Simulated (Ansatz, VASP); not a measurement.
Sn in VASP and in Ansatz

INCAR

```
PREC = Accurate
ENCUT = 520
EDIFF = 1E-7
ISMEAR = 0
SIGMA = 0.1
LREAL = F
LASPH = T
NELM = 100
ALGO = Fast
ISIF = 2
LWAVE = F
LCHARG = T
GGA = PS
LELF = T
LVHAR = T
NBANDS = 21
```

File KPOINTS:

```
Automatic mesh
0
Gamma
  14 14 14
```

File POSCAR:

```
Sn
1.0
   -2.9401404553      2.9401404553      1.5993019889
    2.9401404553     -2.9401404553      1.5993019889
    2.9401404553      2.9401404553     -1.5993019889
Sn
2
Direct
    0.7500000000      0.2500000000      0.5000000000
    0.0000000000      0.0000000000      0.0000000000
```

Input for Ansatz:

```yaml
crystal:
  lattice:
    - [-2.9401404553, 2.9401404553, 1.5993019889]
    - [2.9401404553, -2.9401404553, 1.5993019889]
    - [2.9401404553, 2.9401404553, -1.5993019889]
  atoms:
    - { symbol: Sn, position: [0.75, 0.25, 0.5] }
    - { symbol: Sn, position: [0.0, 0.0, 0.0] }
basis:
  ecutwfc: 420
kpoints:
  mp_grid: { grid: [14, 14, 14] }
hamiltonian:
  xc: pbesol
scf:
  occupations: { method: gaussian, width: 0.1 }
output:
  forces: true
  stress: true
  eigenvalues: true
  populations: true
```

Alike in both runs: task single point; functional PBEsol; k mesh 14 × 14 × 14; occupations gaussian, width 0.1 eV; no spin polarisation.

|  | VASP | Ansatz |
| --- | --- | --- |
| version | VASP 6.6.1 | Ansatz 0.2.0 |
| potentials or method | VASP PAW PBE potentials, release 64 (Sn_d), cutoff 520 eV | scalar-relativistic, plane waves, PAW |
| valence electrons in the cell | 28 | 28 |

```csv
,VASP,Ansatz,Ansatz less VASP
gap on the k mesh at the Fermi level (eV),none,none,-
pressure (GPa),-1.5,-1.5,+0.06
"traceless stress, the component that is largest in VASP (GPa)",0.10,0.10,-0.002
```

VASP's potentials were made for PBE, not for PBEsol. A gap of «none» marks a metal or a gap that the smearing closes. The functional is the same, so the differences come from potentials, cutoffs and numerics.
